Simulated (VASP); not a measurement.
Here is a VASP 6.6.1 calculation.

File INCAR:

```
SYSTEM = MgO
PREC     = Accurate       ! precision mode
ENCUT    = 520            ! plane-wave cutoff, eV
EDIFF    = 1E-6           ! SCF threshold, eV
ISMEAR   = 0              ! smearing method
SIGMA    = 0.05           ! smearing width, eV
LREAL    = .FALSE.        ! projectors in reciprocal space
LASPH    = .TRUE.         ! aspherical terms in the spheres
NELM     = 80             ! most SCF steps
ALGO     = Normal         ! electronic algorithm
ISIF     = 2              ! what is computed and relaxed
LWAVE    = .FALSE.        ! write WAVECAR
LCHARG   = .FALSE.        ! write CHGCAR
GGA      = PE             ! functional
NBANDS   = 16             ! bands
```

KPOINTS

```
Automatic mesh
0
G
  9 9 6
  0 0 0
```

Contents of POSCAR:

```
MgO
1.0
    3.3152854007      0.0000000000      0.0000000000
   -1.6576427004      2.8711213778      0.0000000000
    0.0000000000      0.0000000000      5.1215474231
Mg O
2 2
Direct
    0.2800458456      0.6276575182      0.0063188067
    0.7199541544      0.3723424818      0.5063188067
    0.3825681730      0.7027090708      0.3982811933
    0.6174318270      0.2972909292      0.8982811933
```

Potentials or basis: VASP PAW PBE potentials, release 64 (Mg, O).

Run with:

```sh
$ cat potpaw_PBE.64/Mg/POTCAR potpaw_PBE.64/O/POTCAR > POTCAR
$ mpirun -np 1 vasp_std > vasp.out
```

(1) Predict the band gap on the k mesh.

(2) Predict the largest force.

(3) Predict the pressure.

Answers

(1) 3.23 eV, direct.

(2) 0.556 eV/Å.

(3) -0.9 GPa.

Caveat: the cell differs from its parent crystal (mode 4 frozen in at -0.112 Å and mode 5 at -0.112 Å (largest displacements)).
